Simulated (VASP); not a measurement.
Crystal: AgCl.

```
CELL_PARAMETERS angstrom
-0.06256 2.99325 2.99325
2.99325 -0.06256 2.99325
2.93069 2.93069 0.00000
ATOMIC_POSITIONS crystal
Ag 0.99284 0.99284 0.00716
Cl 0.25716 0.25716 0.24284
```

This cell differs from its parent crystal: shear xy strain -4.2%.

Base run:

- Program: VASP 6.6.1
- Functional: PBE
- Potentials or basis: VASP PAW PBE potentials, release 64 (Ag, Cl)
- Cutoff: 520 eV
- k mesh: 8 × 8 × 8
- Occupations: fermi-dirac, width 0.02 eV
- Spin: no spin polarisation

Its results: band gap on the k mesh 1.22 eV, direct; pressure 1.0 GPa.

Problem. The run is repeated on the same cell with these changes: functional from PBE to r2SCAN; occupations from fermi-dirac, width 0.02 eV to gaussian, width 0.01 eV. What comes out?

Solution. Band gap on the k mesh 1.56 eV, direct; pressure -0.1 GPa.

Caveats: the PAW data sets were made with another functional, which shifts forces and pressure a little (some runs).

A k mesh can miss the band edges.
